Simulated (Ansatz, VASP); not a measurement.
ScW: VASP beside Ansatz

```xyz
2
Lattice="0.0000 3.0504 3.0504 3.0504 0.0000 3.0504 3.0504 3.0504 0.0000" Properties=species:S:1:pos:R:3 pbc="T T T"
Sc    0.0000    0.0000    0.0000
W     4.5757    4.5757    4.5757
```

Change from the starting cell: species swapped into the HgSe type (F-43m, No. 216).

Alike in both runs: functional PBE; k mesh 6 × 6 × 6; occupations gaussian, width 0.2 eV; no spin polarisation.

Ansatz relaxed the structure, and its values are those at the end. VASP's run is a single point on that final structure, the one shown.

|  | VASP | Ansatz |
| --- | --- | --- |
| version | VASP 6.6.1 | Ansatz 0.2.0 |
| potentials or method | VASP PAW PBE potentials, release 64 (Sc_sv, W_sv), cutoff 500 eV | scalar-relativistic, plane waves, PAW |
| valence electrons in the cell | 25 | 25 |

```tsv
	VASP	Ansatz	Ansatz less VASP
gap on the k mesh at the Fermi level (eV)	none	none	-
pressure (GPa)	0.6	0.5	-0.16
```

A gap of «none» marks a metal or a gap that the smearing closes.

Neither program's run includes spin-orbit coupling.
